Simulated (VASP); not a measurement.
# NaF (Villiaumite) (I4/mmm) in VASP: a series of runs

NaF (Villiaumite) is run at these levels: PBEsol; tasks: single point.

Program: VASP 6.6.1. These are calculated values, not measurements. Logs are shortened: lines on timing, memory, paths and dates and some standing lists are left out, and cuts for length are marked.

### Step 1. The cell of the first run

The structure is tetragonal, space group I4/mmm (No. 139). The conventional cell has a = 3.209 Å, b = 3.209 Å, c = 4.686 Å, α = 90.00°, β = 90.00°, γ = 90.00°. Na (site symmetry 4/mmm) has 6 F at 2.27 to 2.34 Å within 3.0 Å. F (site symmetry 4/mmm) has 6 Na at 2.27 to 2.34 Å within 3.0 Å.

### Step 2. Single point, PBEsol (in-plane strain -0.02)

Input file INCAR:

```
SYSTEM = NaF
PREC = Accurate
ENCUT = 520
EDIFF = 1E-7
ISMEAR = 0
SIGMA = 0.01
LREAL = .False.
LASPH = .True.
NELM = 60
ALGO = Normal
ISIF = 2
LWAVE = .False.
LCHARG = .False.
GGA = PS
NBANDS = 14
```

Input file KPOINTS:

```
Automatic mesh
0
Gamma
  8 8 8
  0 0 0
```

Input file POSCAR:

```
NaF
1.0
    2.2687942266      2.2687942266      0.0000000000
   -2.2687942266      2.2687942266      0.0000000000
    0.0000000000      2.2687942266      2.3428773034
Na F
1 1
Direct
    0.0000000000      0.0000000000      0.0000000000
    0.5000000000      0.5000000000      0.0000000000
```

Potentials or basis: VASP PAW PBE potentials, release 64 (Na_pv, F).

The run is started by

```sh
$ cat potpaw_PBE.64/Na_pv/POTCAR potpaw_PBE.64/F/POTCAR > POTCAR
$ mpirun -np 1 vasp_std > vasp.out
```

OUTCAR:

```text
SYSTEM = NaF
   PREC = Accurate
   ENCUT = 520
   EDIFF = 1E-7
   ISMEAR = 0
   LREAL = .False.
   LASPH = .True.
   NELM = 60
   ISIF = 2
   GGA = PS

 ion  position               nearest neighbor table
   1  0.000  0.000  0.000-   2 2.27   2 2.27   2 2.27   2 2.27   2 2.34   2 2.34
   2  0.500  0.500  0.000-   1 2.27   1 2.27   1 2.27   1 2.27   1 2.34   1 2.34

  LATTYP: Found a body centered tetragonal cell.
 ALAT       =     3.2085595655
 C/A-ratio  =     1.4603919644

  Lattice vectors:

 A1 = (   2.2687942266,   0.0000000000,  -2.3428773034)
 A2 = (  -2.2687942266,   0.0000000000,  -2.3428773034)
 A3 = (   0.0000000000,   2.2687942266,   2.3428773034)

Analysis of symmetry for initial positions (statically):
=====================================================================
 Subroutine PRICEL returns:
 Original cell was already a primitive cell.

 Routine SETGRP: Setting up the symmetry group for a
 body centered tetragonal supercell.

 Subroutine GETGRP returns: Found 16 space group operations
 (whereof 16 operations were pure point group operations)
 out of a pool of 16 trial point group operations.

The static configuration has the point symmetry D_4h.

Analysis of symmetry for dynamics (positions and initial velocities):
=====================================================================
 Subroutine PRICEL returns:
 Original cell was already a primitive cell.

 Routine SETGRP: Setting up the symmetry group for a
 body centered tetragonal supercell.

 Subroutine GETGRP returns: Found 16 space group operations
 (whereof 16 operations were pure point group operations)
 out of a pool of 16 trial point group operations.

The dynamic configuration has the point symmetry D_4h.

 Subroutine INISYM returns: Found 16 space group operations
 (whereof 16 operations are pure point group operations),
 and found     1 'primitive' translations

----------------------------------------------------------------------------------------

                                     Primitive cell

  volume of cell :      24.1196

  direct lattice vectors                    reciprocal lattice vectors
     2.268794227  2.268794227  0.000000000     0.220381379  0.220381379 -0.213412798
    -2.268794227  2.268794227  0.000000000    -0.220381379  0.220381379 -0.213412798
     0.000000000  2.268794227  2.342877303     0.000000000  0.000000000  0.426825595

  length of vectors
     3.208559565  3.208559565  3.261364945     0.377731289  0.377731289  0.426825595

  position of ions in fractional coordinates (direct lattice)
     0.000000000  0.000000000  0.000000000
     0.500000000  0.500000000  0.000000000

  ion indices of the primitive-cell ions
   primitive index   ion index
                 1           1
                 2           2

----------------------------------------------------------------------------------------

 KPOINTS: Automatic mesh

Automatic generation of k-mesh.
 Grid dimensions read from file:
 generate k-points for:    8    8    8

 Generating k-lattice:

  Cartesian coordinates                     Fractional coordinates (reciprocal lattice)
     0.027547672  0.027547672 -0.026676600     0.125000000  0.000000000  0.000000000
    -0.027547672  0.027547672 -0.026676600     0.000000000  0.125000000  0.000000000
     0.000000000  0.000000000  0.053353199     0.000000000  0.000000000  0.125000000

  Length of vectors
     0.047216411  0.047216411  0.053353199

  Shift w.r.t. Gamma in fractional coordinates (k-lattice)
     0.000000000  0.000000000  0.000000000

 Subroutine IBZKPT returns following result:
 ===========================================

 Found     59 irreducible k-points:

 Following reciprocal coordinates:
            Coordinates               Weight
  0.000000  0.000000  0.000000      1.000000
  0.125000  0.000000  0.000000      8.000000
  0.250000  0.000000  0.000000      8.000000
  0.375000  0.000000  0.000000      8.000000
  0.500000  0.000000  0.000000      4.000000
  0.125000  0.125000  0.000000      8.000000
[... 16 lines left out ...]
  0.250000  0.000000  0.125000      4.000000
  0.375000  0.000000  0.125000      8.000000
 [... further k-points ...]
   k-points           NKPTS =     59   k-points in BZ     NKDIM =     59   number of bands    NBANDS=     14
   number of dos      NEDOS =    301   number of ions     NIONS =      2
   total plane-waves  NPLWV =  13824
   dimension x,y,z NGX =    24 NGY =   24 NGZ =   24
   dimension x,y,z NGXF=    48 NGYF=   48 NGZF=   48
   ions per type =               1   1
   NGX,Y,Z   is equivalent  to a cutoff of  12.44, 12.44, 12.23 a.u.
   NGXF,Y,Z  is equivalent  to a cutoff of  24.87, 24.87, 24.47 a.u.
 SYSTEM =  NaF
   PREC   = accura    normal or accurate (medium, high low for compatibility)
   ISTART =      0    job   : 0-new  1-cont  2-samecut
   ICHARG =      2    charge: 1-file 2-atom 10-const
   ISPIN  =      1    spin polarized calculation?
   LNONCOLLINEAR =      F non collinear calculations
   LSORBIT =      F    spin-orbit coupling
   LASPH  =      T    aspherical Exc in radial PAW
   ENCUT  =  520.0 eV  38.22 Ry    6.18 a.u.   5.97  5.97  6.06*2*pi/ulx,y,z
   NELM   =     60;   NELMIN=  2; NELMDL= -5     # of ELM steps
   EDIFF  = 0.1E-06   stopping-criterion for ELM
   LREAL  =      F    real-space projection
   EDIFFG = 0.1E-05   stopping-criterion for IOM
   NSW    =      0    number of steps for IOM
   IBRION =     -1    ionic relax: 0-MD 1-quasi-New 2-CG
   NFREE  =      0    steps in history (QN), initial steepest desc. (CG)
   ISIF   =      2    stress and relaxation
   ISYM   =      2    0-nonsym 1-usesym 2-fastsym
   POTIM  = 0.5000    time-step for ionic-motion
   TEBEG  =    0.0;   TEEND  =   0.0 temperature during run
   PSTRESS=    0.0 pullay stress
   NELECT =      14.0000    total number of electrons
   NUPDOWN=      -1.0000    fix difference up-down
   EMIN   =  10.00;   EMAX   =-10.00  energy-range for DOS
   EFERMI =   0.00;   METHOD = LEGACY
   ISMEAR =     0;   SIGMA  =   0.01  broadening in eV -4-tet -1-fermi 0-gaus
   EFERMI_NEDOS =   21; number of points for ismear=-14 and -15
   IALGO  =     38    algorithm
   IMIX   =      4    mixing-type and parameters
     AMIX     =   0.40;   BMIX     =  1.00
     AMIX_MAG =   1.60;   BMIX_MAG =  1.00
  volume/ion in A,a.u.               =      12.06        81.38
  Fermi-wavevector in a.u.,A,eV,Ry     =   1.365613  2.580634 25.373483  1.864898
  Thomas-Fermi vector in A             =   2.491826
   LORBIT       =      0    0 simple, 1 ext, 2 COOP (PROOUT), +10 PAW based schemes
   GGA     = PS    functional components
   LHFCALC =     F    Hartree Fock is set to
   AEXX    =    0.0000 exact exchange contribution
   IVDW    =     0    specifies the selected vdW correction
   LEPSILON=     F    determine dielectric tensor
   LRPA    =     F    only Hartree local field effects (RPA)
 non-spin polarized calculation
 Gauss-broadening in eV      SIGMA  =   0.01
  energy-cutoff  :      520.00
  volume of cell :       24.12
 maximum number of plane-waves:       660
   NGX = 11   NGY = 11   NGZ = 13

 number of electron      13.9999990 magnetization

 Free energy of the ion-electron system (eV)
  ---------------------------------------------------
  ext. energy  EPLUGINS =         0.00000000
  ---------------------------------------------------
  free energy    TOTEN  =        -8.75984031 eV

  energy without entropy =       -8.75984031  energy(sigma->0) =       -8.75984031

 E-fermi :  -1.9289     XC(G=0):  -9.4880

 val. band max:       -2.0407031402   @ k =   0.0000   0.0000   0.0000
 cond. band min:       4.2812532972   @ k =   0.0000   0.0000   0.0000
 fundamental gap:      6.3219564374
 Fermi energy:        -1.9289106201

 k-point     1 :       0.0000    0.0000    0.0000
  band No.  band energies     occupation
      1     -21.1536      2.00000
      2     -20.7233      2.00000
      3     -20.7131      2.00000
      4     -20.7131      2.00000
      5      -2.0432      2.00000
      6      -2.0407      2.00000
      7      -2.0407      2.00000
      8       4.2813      0.00000
      9      16.8675      0.00000
     10      17.1086      0.00000
     11      17.1086      0.00000
     12      19.7781      0.00000
     13      21.7284      0.00000
     14      22.6672      0.00000

 k-point     2 :       0.1250    0.0000    0.0000
  band No.  band energies     occupation
      1     -21.3184      2.00000
      2     -20.7236      2.00000
      3     -20.7144      2.00000
      4     -20.5285      2.00000
      5      -2.3570      2.00000
      6      -2.0858      2.00000
      7      -2.0799      2.00000
      8       4.8437      0.00000
      9      15.2309      0.00000
     10      17.1819      0.00000
     11      17.3744      0.00000
     12      21.2105      0.00000
     13      21.7968      0.00000
     14      22.0642      0.00000

 k-point     3 :       0.2500    0.0000    0.0000
  band No.  band energies     occupation
      1     -21.5429      2.00000
      2     -20.7301      2.00000
      3     -20.7174      2.00000
      4     -20.2481      2.00000
      5      -2.9962      2.00000
      6      -2.1889      2.00000
      7      -2.1733      2.00000
      8       6.1869      0.00000
      9      13.1295      0.00000
     10      17.6829      0.00000
     11      17.9992      0.00000
     12      20.6347      0.00000
     13      21.3253      0.00000
     14      22.6617      0.00000

 k-point     4 :       0.3750    0.0000    0.0000
  band No.  band energies     occupation
      1     -21.6952      2.00000
      2     -20.7367      2.00000
      3     -20.7205      2.00000
      4     -20.0386      2.00000
      5      -3.5300      2.00000
      6      -2.2898      2.00000
      7      -2.2651      2.00000
      8       7.7530      0.00000
      9      11.4876      0.00000
     10      17.9564      0.00000
     11      18.4809      0.00000
     12      20.6880      0.00000
     13      21.2050      0.00000
     14      22.2556      0.00000

 k-point     5 :       0.5000    0.0000    0.0000
  band No.  band energies     occupation
      1     -21.7482      2.00000
      2     -20.7395      2.00000
      3     -20.7217      2.00000
      4     -19.9617      2.00000
      5      -3.7308      2.00000
      6      -2.3310      2.00000
      7      -2.3027      2.00000
      8       8.7499      0.00000
      9      10.5509      0.00000
     10      17.9790      0.00000
     11      18.5880      0.00000
[... 276 lines left out ...]
 k-point    22 :       0.0000    0.0000    0.1250
  band No.  band energies     occupation
      1     -21.2937      2.00000
      2     -20.7211      2.00000
      3     -20.7211      2.00000
      4     -20.5515      2.00000
      5      -2.4011      2.00000
      6      -2.1029      2.00000
      7      -2.1029      2.00000
      8       5.0045      0.00000
      9      15.0286      0.00000
     10      17.3025      0.00000
     11      17.3026      0.00000
     12      19.8993      0.00000
     13      22.4697      0.00000
     14      23.0587      0.00000

 k-point    23 :       0.2500    0.0000    0.1250
  band No.  band energies     occupation
      1     -21.4750      2.00000
      2     -20.7406      2.00000
      3     -20.7119      2.00000
      4     -20.3282      2.00000
      5      -2.7327      2.00000
      6      -2.1940      2.00000
      7      -2.1294      2.00000
      8       5.6652      0.00000
      9      13.8827      0.00000
     10      16.9558      0.00000
     11      18.0144      0.00000
     12      20.7807      0.00000
     13      21.4697      0.00000
     14      23.3043      0.00000

 k-point    24 :       0.3750    0.0000    0.1250
  band No.  band energies     occupation
      1     -21.6174      2.00000
      2     -20.7556      2.00000
      3     -20.7149      2.00000
      4     -20.1279      2.00000
      5      -3.2261      2.00000
      6      -2.3536      2.00000
      7      -2.2213      2.00000
      8       7.0854      0.00000
      9      12.3478      0.00000
     10      16.6997      0.00000
     11      18.9302      0.00000
     12      20.0959      0.00000
     13      21.0464      0.00000
     14      23.7956      0.00000

 [... further k-points ...]

------------------------ aborting loop because EDIFF is reached ----------------------------------------

  FORCE on cell =-STRESS in cart. coord.  units (eV):
  Direction    XX          YY          ZZ          XY          YZ          ZX
  --------------------------------------------------------------------------------------
  -------------------------------------------------------------------------------------
  Total        0.3878343      0.3878343     -0.0534639      0.0000000      0.0000000     -0.0000000
  in kB       25.7624419     25.7624419     -3.5514164      0.0000000      0.0000000     -0.0000000
  external PRESSURE =      15.9911558 kB  Pullay stress =       0.0000000 kB

 VOLUME and BASIS-vectors are now :
 -----------------------------------------------------------------------------
  energy-cutoff  :      520.00
  volume of cell :       24.12
      direct lattice vectors                 reciprocal lattice vectors
     2.268794227  2.268794227  0.000000000     0.220381379  0.220381379 -0.213412798
    -2.268794227  2.268794227  0.000000000    -0.220381379  0.220381379 -0.213412798
     0.000000000  2.268794227  2.342877303     0.000000000  0.000000000  0.426825595

 POSITION                                       TOTAL-FORCE (eV/Angst)
 -----------------------------------------------------------------------------------
      0.00000      0.00000      0.00000        -0.000000     -0.000000      0.000000
      0.00000      2.26879      0.00000         0.000000      0.000000      0.000000
 -----------------------------------------------------------------------------------
    total drift:                                0.000000     -0.000000     -0.000000

  FREE ENERGIE OF THE ION-ELECTRON SYSTEM (eV)
  ---------------------------------------------------
  free  energy   TOTEN  =        -8.7598403061 eV

  energy  without entropy=       -8.7598403061  energy(sigma->0) =       -8.75984031
```

It took 14 s on 1 thread of Intel Xeon Platinum 8259CL at 2.50GHz (Skylake/Cascade Lake), shared host; peak memory 0.14 GiB.

What came out:

```yaml
Free_energy: -8.7598 eV
Pressure: 1.6 GPa
Band_gap_on_the_k_mesh: 6.32 eV, direct
```

Stress tensor (GPa, compression positive):
```
 2.58  0.00  0.00
 0.00  2.58  0.00
 0.00  0.00 -0.36
```

Caveat: the cell differs from its parent crystal (in-plane strain -0.02); the PAW data sets were made with another functional, which shifts forces and pressure a little.

[end of part 1 of 2]
